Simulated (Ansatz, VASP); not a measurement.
## SiC in VASP and in Ansatz

```
CELL_PARAMETERS angstrom
1.54761 -2.68049 0.00000
1.54761 2.68049 0.00000
0.00000 0.00000 15.18230
ATOMIC_POSITIONS crystal
Si 0.66668 0.33332 0.64228
Si 0.33332 0.66668 0.14228
Si 0.99998 0.00002 0.97556
Si 0.00002 0.99998 0.47556
Si 0.33335 0.66665 0.80880
Si 0.66665 0.33335 0.30880
C 0.00002 0.99998 0.85014
C 0.99998 0.00002 0.35014
C 0.66668 0.33332 0.51729
C 0.33332 0.66668 0.01729
C 0.33334 0.66666 0.68380
C 0.66666 0.33334 0.18380
```

Alike in both runs: functional PBE; k mesh 6 × 6 × 1; occupations gaussian, width 0.1 eV; no spin polarisation.

Ansatz relaxed the structure, and its values are those at the end. VASP's run is a single point on that final structure, the one shown.

|  | VASP | Ansatz |
| --- | --- | --- |
| version | VASP 6.6.1 | Ansatz 0.2.0 |
| potentials or method | VASP PAW PBE potentials, release 64 (Si, C), cutoff 520 eV | scalar-relativistic, plane waves, PAW |
| valence electrons in the cell | 48 | 48 |

|  | VASP | Ansatz | Ansatz less VASP |
| --- | --- | --- | --- |
| gap on the k mesh at the Fermi level (eV) | 2.03 | 2.03 | +0.002 |
| least direct gap on the mesh (eV) | 3.12 | 3.13 | +0.002 |
| pressure (GPa) | 0.0 | 0.0 | +0.05 |
| rms of the force components (eV/Å) | 0.005 | 0.005 | +0.0002 |
